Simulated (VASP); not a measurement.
Write the native input for VASP 6.6.1 that does the following.

| Property | Result |
| --- | --- |
| Task | single point |
| Functional | PBE |
| Potentials or basis | VASP PAW PBE potentials, release 64 (Pb_d, Mg, N) |
| Cutoff | 520 eV |
| k mesh | 7 × 7 × 4 |
| Occupations | gaussian, width 0.1 eV |
| Spin | no spin polarisation |
| Dipole correction | no |
| Further INCAR settings | ALGO = Normal; EDIFF = 1e-06; NBANDS = 22 |

The structure of Mg2PbN2 lies in POSCAR:

```
Mg2PbN2
1.0
    3.6268635271      0.0000000000      0.0000000000
   -1.8134317635      3.1409559505      0.0000000000
    0.0000000000      0.0000000000      6.5658920000
Pb Mg N
1 2 2
Direct
    0.0000000000      0.0000000000      0.5000000000
    0.3333333333      0.6666666667      0.8612240000
    0.6666666667      0.3333333333      0.1387760000
    0.3333333333      0.6666666667      0.2025450000
    0.6666666667      0.3333333333      0.7974550000
```

One way to write it, as run:

INCAR

```
SYSTEM = Mg2PbN2
PREC     = Accurate       ! precision mode
ENCUT    = 520            ! plane-wave cutoff, eV
EDIFF    = 1E-6           ! SCF threshold, eV
ISMEAR   = 0              ! smearing method
SIGMA    = 0.1            ! smearing width, eV
LREAL    = .False.        ! projectors in reciprocal space
LASPH    = .True.         ! aspherical terms in the spheres
NELM     = 60             ! most SCF steps
ALGO     = Normal         ! electronic algorithm
ISIF     = 2              ! what is computed and relaxed
LWAVE    = .False.        ! write WAVECAR
LCHARG   = .True.         ! write CHGCAR
GGA      = PE             ! functional
LELF     = .True.         ! ELF
LVHAR    = .True.       
NBANDS   = 22             ! bands
```

KPOINTS

```
regular mesh
0
Gamma
  7 7 4
  0 0 0
```

Potentials or basis: VASP PAW PBE potentials, release 64 (Pb_d, Mg, N).

Run with:

```console
$ cat potpaw_PBE.64/Pb_d/POTCAR potpaw_PBE.64/Mg/POTCAR potpaw_PBE.64/N/POTCAR > POTCAR
$ mpirun -np 1 vasp_std > vasp.out
```

It gave:

- Pressure: -0.4 GPa
- Largest force: 0.007 eV/Å
- Band gap on the k mesh: 0.14 eV (least direct gap 0.24 eV)

Caveat: spin-orbit coupling is left out, which moves the levels of the heavy elements; an odd mesh through Γ misses points on the zone boundary, where band edges can lie.

Wall time 38 s on 1 thread of AMD EPYC 7R13 Processor (Zen 3), with other jobs on the host, peak memory 0.18 GiB.
